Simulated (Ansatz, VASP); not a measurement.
**Two plane-wave programs on MnO**

File INCAR:

```
PREC = Accurate
ENCUT = 600
EDIFF = 1E-6
ISMEAR = -1
SIGMA = 0.05
LREAL = F
LASPH = T
NELM = 150
ALGO = Normal
ISIF = 3
LWAVE = F
LCHARG = F
ISPIN = 2
MAGMOM = 4 0
LORBIT = 11
LMAXMIX = 4
GGA = PE
IBRION = 2
NSW = 100
EDIFFG = -0.005
```

The input KPOINTS:

```
regular mesh
0
Gamma
  13 13 13
```

The input POSCAR:

```
MnO
1.0
    0.0000000000      2.2322827293      2.2322827293
    2.2322827293      0.0000000000      2.2322827293
    2.2322827293      2.2322827293      0.0000000000
Mn O
1 1
Direct
    0.0000000000      0.0000000000      0.0000000000
    0.5000000000      0.5000000000      0.5000000000
```

Input for Ansatz:

```yaml
crystal:
  lattice:
    - [0.0, 2.2322827293, 2.2322827293]
    - [2.2322827293, 0.0, 2.2322827293]
    - [2.2322827293, 2.2322827293, 0.0]
  atoms:
    - { symbol: Mn, position: [0.0, 0.0, 0.0], spin: 4.0 }
    - { symbol: O, position: [0.5, 0.5, 0.5] }
magnetization:
  spin_polarized: true
kpoints:
  mp_grid: { grid: [13, 13, 13] }
scf:
  occupations: { method: fermi_dirac, width: 0.05 }
hamiltonian:
  xc: pbe
  pseudopotentials: { kind: paw }
output:
  forces: true
  stress: true
relax:
  f_tol: 0.005
  max_steps: 80
  cell: {}
```

Alike in both runs: task relaxation of cell and atoms; functional PBE; k mesh 13 × 13 × 13; occupations fermi-dirac, width 0.05 eV; collinear spin.

|  | VASP | Ansatz |
| --- | --- | --- |
| version | VASP 6.6.1 | Ansatz 0.2.0 |
| potentials or method | VASP PAW PBE potentials, release 64 (Mn_pv, O) | PAW with Ansatz's default frozen-core files, scalar-relativistic |
| plane-wave cutoff (eV) | 600 | 420 |
| valence electrons in the cell | 19 | 21 |

VASP gave:

| Item | Value |
| --- | --- |
| net moment per atom (μB) | 2.37 |
| size of the moment on the site where the two differ most (μB) | 4.31 |
| relaxed volume (Å³/atom) | 10.93 |
| relaxed cell length with the largest relative difference (Å) | 3.139 |

Task: What did Ansatz give for the same quantities?

Result: net moment per atom (μB): 2.37; size of the moment on the site where the two differ most (μB): 4.03; relaxed volume (Å³/atom): 10.94; relaxed cell length with the largest relative difference (Å): 3.139.

Site moments also hang on the region over which each program counts them. VASP's potentials hold 19 valence electrons a cell and Ansatz's 21, so a difference there can come from the potentials and not from the codes.
